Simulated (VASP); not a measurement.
Runs of VASP 6.6.1 on Si2C. The structure is that of space group P4/mmm (No. 123), or close to it. The cells are those of the table. 

```csv
task,cell,k mesh,cutoff (eV),gap on the mesh (eV),pressure (GPa),relaxed volume (Å³/atom)
single point,"a = 2.669, b = 2.669, c = 5.532 Å, 3 atoms",6 × 6 × 4,520,none,(a),-
single point,"a = 2.730, b = 2.730, c = 4.774 Å, 3 atoms",6 × 6 × 4,520,none,0.0,-
single point,"a = 2.720, b = 2.720, c = 4.813 Å, 3 atoms",16 × 16 × 10,520,none,0.0,-
relaxation of cell and atoms,"relaxed from a = 2.669, b = 2.669, c = 5.532 Å, 3 atoms",6 × 6 × 4,600,none,0.1,11.85
relaxation of cell and atoms,"relaxed from a = 2.730, b = 2.730, c = 4.774 Å, 3 atoms",16 × 16 × 10,600,none,0.1,11.86
```

Alike in all rows: level PBE; potentials or basis VASP PAW PBE potentials, release 64 (Si, C); no spin polarisation; smearing gaussian 0.1 eV.

Problem. Estimate the missing entries.

Solution. (a) -9.6.

Caveats: some runs use coarse meshes; forces of over 1 eV/Å act on the atoms, so gaps and moduli don't describe the material at rest (some runs).

A gap of «none» marks levels without a gap at the run's occupations.
